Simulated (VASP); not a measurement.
# NbH2 (Fm-3m) in VASP: a series of runs, part 2 of 2

VASP 6.6.1.

**4. Vibrations by perturbation theory, PBEsol**

This run uses another cell than the first one, of 7.58 Å³/atom.

Input file INCAR:

```
SYSTEM = NbH2
ALGO = Fast ; EDIFF = 1E-8
ENCUT = 520 ; GGA = PS
IBRION = 8 ; ISIF = 2
ISMEAR = -1 ; LASPH = .TRUE.
LCHARG = .TRUE. ; LREAL = .FALSE.
LWAVE = .FALSE. ; NELM = 100
NSW = 1 ; PREC = Accurate
SIGMA = 0.15
```

Input file KPOINTS:

```
k-points
0
G
  16 16 16
  0 0 0
```

Input file POSCAR:

```
NbH2
1.0
    0.0000000000      2.2488609975      2.2488609975
    2.2488609975      0.0000000000      2.2488609975
    2.2488609975      2.2488609975      0.0000000000
Nb H
1 2
Direct
    0.0000000000      0.0000000000      0.0000000000
    0.2500000000      0.2500000000      0.2500000000
    0.7500000000      0.7500000000      0.7500000000
```

Potentials or basis: VASP PAW PBE potentials, release 64 (Nb_sv, H).

The run is started by

```console
$ cat potpaw_PBE.64/Nb_sv/POTCAR potpaw_PBE.64/H/POTCAR > POTCAR
$ mpirun -np 1 vasp_std > vasp.out
```

OUTCAR:

```text
SYSTEM = NbH2
   EDIFF = 1E-8
   ENCUT = 520
   GGA = PS
   IBRION = 8
   ISIF = 2
   ISMEAR = -1
   LASPH = .TRUE.
   LREAL = .FALSE.
   NELM = 100
   NSW = 1
   PREC = Accurate

 ion  position               nearest neighbor table
   1  0.000  0.000  0.000-   2 1.95   3 1.95   3 1.95   3 1.95   3 1.95   2 1.95   2 1.95   2 1.95

   2  0.250  0.250  0.250-   1 1.95   1 1.95   1 1.95   1 1.95
   3  0.750  0.750  0.750-   1 1.95   1 1.95   1 1.95   1 1.95

  LATTYP: Found a face centered cubic cell.
 ALAT       =     4.4977219950

  Lattice vectors:

 A1 = (   0.0000000000,   2.2488609975,   2.2488609975)
 A2 = (   2.2488609975,   0.0000000000,   2.2488609975)
 A3 = (   2.2488609975,   2.2488609975,   0.0000000000)

Analysis of symmetry for initial positions (statically):
=====================================================================
 Subroutine PRICEL returns:
 Original cell was already a primitive cell.

 Routine SETGRP: Setting up the symmetry group for a
 face centered cubic supercell.

 Subroutine GETGRP returns: Found 48 space group operations
 (whereof 48 operations were pure point group operations)
 out of a pool of 48 trial point group operations.

The static configuration has the point symmetry O_h .

Analysis of symmetry for dynamics (positions and initial velocities):
=====================================================================
 Subroutine PRICEL returns:
 Original cell was already a primitive cell.

 Routine SETGRP: Setting up the symmetry group for a
 face centered cubic supercell.

 Subroutine GETGRP returns: Found 48 space group operations
 (whereof 48 operations were pure point group operations)
 out of a pool of 48 trial point group operations.

The dynamic configuration has the point symmetry O_h .

 Subroutine INISYM returns: Found 48 space group operations
 (whereof 48 operations are pure point group operations),
 and found     1 'primitive' translations

----------------------------------------------------------------------------------------

                                     Primitive cell

  volume of cell :      22.7467

  direct lattice vectors                    reciprocal lattice vectors
     0.000000000  2.248860998  2.248860998    -0.222334773  0.222334773  0.222334773
[... 474 lines left out ...]
      6       7.0938      2.00000
      7       9.0987      1.99958
      8       9.1239      1.99950
      9      11.4735      0.00126
     10      11.4897      0.00113
     11      11.7318      0.00022

 [... further k-points ...]

------------------------ aborting loop because EDIFF is reached ----------------------------------------

  FORCE on cell =-STRESS in cart. coord.  units (eV):
  Direction    XX          YY          ZZ          XY          YZ          ZX
  --------------------------------------------------------------------------------------
  -------------------------------------------------------------------------------------
  Total        0.3582466      0.3582466      0.3582466      0.0000000      0.0000000      0.0000000
  in kB       25.2333445     25.2333445     25.2333445      0.0000000      0.0000000      0.0000000
  external PRESSURE =      25.2333445 kB  Pullay stress =       0.0000000 kB

 VOLUME and BASIS-vectors are now :
 -----------------------------------------------------------------------------
  energy-cutoff  :      520.00
  volume of cell :       22.75
      direct lattice vectors                 reciprocal lattice vectors
     0.000000000  2.248860998  2.248860998    -0.222334773  0.222334773  0.222334773
     2.248860998  0.000000000  2.248860998     0.222334773 -0.222334773  0.222334773
     2.248860998  2.248860998  0.000000000     0.222334773  0.222334773 -0.222334773

 POSITION                                       TOTAL-FORCE (eV/Angst)
 -----------------------------------------------------------------------------------
      0.00000      0.00000      0.00000         0.000000      0.000000      0.000000
      1.12443      1.12443      1.12443         0.000000      0.000000     -0.000000
      3.37329      3.37329      3.37329        -0.000000     -0.000000      0.000000
 -----------------------------------------------------------------------------------
    total drift:                               -0.000000      0.000000      0.000000

  FREE ENERGIE OF THE ION-ELECTRON SYSTEM (eV)
  ---------------------------------------------------
  free  energy   TOTEN  =       -18.5355812602 eV

  energy  without entropy=      -18.4612734347  energy(sigma->0) =      -18.49842735

[... ionic steps 2 to 3 ...]

--------------------------------------- Ionic step        4  -------------------------------------------

------------------------ aborting loop because EDIFF is reached ----------------------------------------

[... ionic steps 5 to 6 ...]

--------------------------------------- Ionic step        7  -------------------------------------------

 Free energy of the ion-electron system (eV)
  ---------------------------------------------------
  ---------------------------------------------------
  free energy    TOTEN  =        -0.01709612 eV

  energy without entropy =       -0.01709612

------------------------ aborting loop because EDIFF is reached ----------------------------------------

 INTERNAL STRAIN TENSOR  FOR ION    2  DIRECTION 1   (eV/Angst):
 -----------------------------------------------------------------------------
    -0.00148  0.00000  0.00000
     0.00000  0.00055 -5.42832
     0.00000 -5.42832  0.00055

 INTERNAL STRAIN TENSOR FOR ION    3 for displacements in x,y,z  (eV/Angst):
          X           Y           Z          XY          YZ          ZX
  --------------------------------------------------------------------------------
  x     0.00000     0.00000     0.00000     0.00000     5.42832     0.00000
  y    -0.00000     0.00000    -0.00000     0.00000     0.00000     5.42832
  z    -0.00000    -0.00000     0.00000     5.42832     0.00000     0.00000

 SECOND DERIVATIVES (NOT SYMMETRIZED)
 ------------------------------------
               1X          1Y          1Z          2X          2Y          2Z          3X          3Y          3Z
  1X    -9.387730    0.000000    0.000000    4.693865    0.000000    0.000000    4.693865    0.000000    0.000000
  1Y     0.000000   -9.387730    0.000000    0.000000    4.693865    0.000000    0.000000    4.693865    0.000000
  1Z     0.000000    0.000000   -9.387730    0.000000    0.000000    4.693865    0.000000    0.000000    4.693865
  2X     4.693002    0.000000    0.000000   -5.558509    0.000000    0.000000    0.865506    0.000000    0.000000
  2Y     0.000000    4.693002    0.000000    0.000000   -5.558509    0.000000    0.000000    0.865506    0.000000
  2Z     0.000000    0.000000    4.693002    0.000000    0.000000   -5.558509    0.000000    0.000000    0.865506
  3X     4.693002    0.000000    0.000000    0.865506    0.000000    0.000000   -5.558509    0.000000    0.000000
  3Y     0.000000    4.693002    0.000000    0.000000    0.865506    0.000000    0.000000   -5.558509    0.000000
  3Z     0.000000    0.000000    4.693002    0.000000    0.000000    0.865506    0.000000    0.000000   -5.558509

 Eigenvectors and eigenvalues of the dynamical matrix
 ----------------------------------------------------

   1 f  =   39.623606 THz   248.962457 2PiTHz 1321.701217 cm-1   163.869992 meV
             X         Y         Z           dx          dy          dz
      0.000000  0.000000  0.000000    -0.000000   -0.000000   -0.000000
      1.124430  1.124430  1.124430     0.706458   -0.030272    0.000000
      3.373291  3.373291  3.373291    -0.706458    0.030272    0.000000
[... 43 lines left out ...]
   9 f/i=    0.000452 THz     0.002839 2PiTHz    0.015070 cm-1     0.001868 meV
             X         Y         Z           dx          dy          dz
      0.000000  0.000000  0.000000    -0.014178   -0.008851   -0.989265
      1.124430  1.124430  1.124430    -0.001471   -0.000918   -0.102641
      3.373291  3.373291  3.373291    -0.001471   -0.000918   -0.102641

--------------------------------------------------------------------------------------------------------

 ELASTIC MODULI CONTR FROM IONIC RELAXATION (kBar)
 Direction    XX          YY          ZZ          XY          YZ          ZX
 --------------------------------------------------------------------------------
 XX          -0.0000     -0.0000     -0.0000      0.0000      0.0000      0.0000
 YY          -0.0000     -0.0000     -0.0000      0.0000     -0.0000     -0.0000
 ZZ          -0.0000     -0.0000     -0.0000      0.0000     -0.0000      0.0000
 XY           0.0000      0.0000      0.0000   -646.1701      0.0000     -0.0000
 YZ           0.0000     -0.0000     -0.0000      0.0000   -646.1701     -0.0000
 ZX           0.0000     -0.0000      0.0000     -0.0000     -0.0000   -646.1701
 --------------------------------------------------------------------------------
```

Run time: 11 min. Hardware: 1 thread of Oxide Virtual Turin-like, shared host; peak memory 0.41 GiB.

Results:

```yaml
Highest_phonon_frequency_at_Γ: 1322 cm⁻¹
```

Phonon frequencies in cm⁻¹ (negative: imaginary):
```
              q point                          frequencies
(0.000, 0.000, 0.000)  0 0 0 1142 1142 1142 1322 1322 1322
```

Caveat: the cell stands under pressure or tension, which shifts response properties; the PAW data sets were made with another functional, which shifts forces and pressure a little.
